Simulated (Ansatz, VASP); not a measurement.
## Cr: VASP beside Ansatz

The input INCAR:

```
SYSTEM = Cr
ALGO = Normal ; EDIFF = 1E-6
ENCUT = 520 ; GGA = PE
ISIF = 2 ; ISMEAR = -1
LASPH = .True. ; LCHARG = .False.
LREAL = .False. ; LWAVE = .False.
NBANDS = 19 ; NELM = 80
PREC = Accurate ; SIGMA = 0.05
```

File KPOINTS:

```
k-points
0
Gamma
  11 11 11
  0 0 0
```

File POSCAR:

```
Cr
1.0
    2.9185693040      0.0000000000      0.0000000000
    0.0000000000      2.9185693040      0.0000000000
    0.0000000000      0.0000000000      2.9185693040
Cr
2
Direct
    0.0000000000      0.0000000000      0.0000000000
    0.5000000000      0.5000000000      0.5000000000
```

Input for Ansatz:

```yaml
crystal:
  lattice:
    - [2.918569304, 0.0, 0.0]
    - [0.0, 2.918569304, 0.0]
    - [0.0, 0.0, 2.918569304]
  atoms:
    - { symbol: Cr, position: [0.0, 0.0, 0.0] }
    - { symbol: Cr, position: [0.5, 0.5, 0.5] }
kpoints:
  mp_grid: { grid: [11, 11, 11] }
scf:
  occupations: { method: fermi_dirac, width: 0.05 }
  lower_state_search: "off"
hamiltonian:
  xc: pbe
  pseudopotentials: { kind: paw }
output:
  forces: true
  stress: true
  eigenvalues: true
```

Change from the starting cell: volume scaled by 0.95, no spin polarisation, PAW files.

Alike in both runs: task single point; functional PBE; k mesh 11 × 11 × 11; occupations fermi-dirac, width 0.05 eV; no spin polarisation.

|  | VASP | Ansatz |
| --- | --- | --- |
| version | VASP 6.6.1 | Ansatz 0.2.0 |
| potentials or method | VASP PAW PBE potentials, release 64 (Cr_pv) | PAW with Ansatz's default frozen-core files, scalar-relativistic |
| plane-wave cutoff (eV) | 520 | 420 |
| valence electrons in the cell | 24 | 28 |

```tsv
	VASP	Ansatz	Ansatz less VASP
pressure (GPa)	-16.6	-16.3	+0.36
```

VASP's potentials hold 24 valence electrons a cell and Ansatz's 28, so a difference there can come from the potentials and not from the codes.
